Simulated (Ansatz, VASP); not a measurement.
## Cu in VASP and in Ansatz

```
Cu
1.0
     3.74544    0.00000    0.00285
     0.00000    3.74544    0.00000
    -1.87148    0.00000    1.57759
Cu
2
Direct
  0.00000 0.00000 0.00000
  0.50000 0.50000 0.00000
```

Change from the starting cell: band edges of the strained film's bulk.

Alike in both runs: task single point; functional LDA; k mesh 9 × 9 × 21; occupations gaussian, width 0.1 eV; no spin polarisation.

|  | VASP | Ansatz |
| --- | --- | --- |
| version | VASP 6.6.1 | Ansatz 0.2.0 |
| potentials or method | VASP PAW LDA potentials, release 64 (Cu), cutoff 520 eV | scalar-relativistic, plane waves, PAW |
| valence electrons in the cell | 22 | 38 |

|  | VASP | Ansatz | Ansatz less VASP |
| --- | --- | --- | --- |
| gap on the k mesh at the Fermi level (eV) | none | none | - |
| pressure (GPa) | -0.7 | -2.5 | -1.86 |
| traceless stress, the component that is largest in VASP (GPa) | 2.64 | 2.60 | -0.031 |

LDA's correlation is that of Perdew and Zunger in VASP and of Perdew and Wang (1992) in Ansatz. A gap of «none» marks a metal or a gap that the smearing closes. VASP's potentials hold 22 valence electrons a cell and Ansatz's 38, so a difference there can come from the potentials and not from the codes.
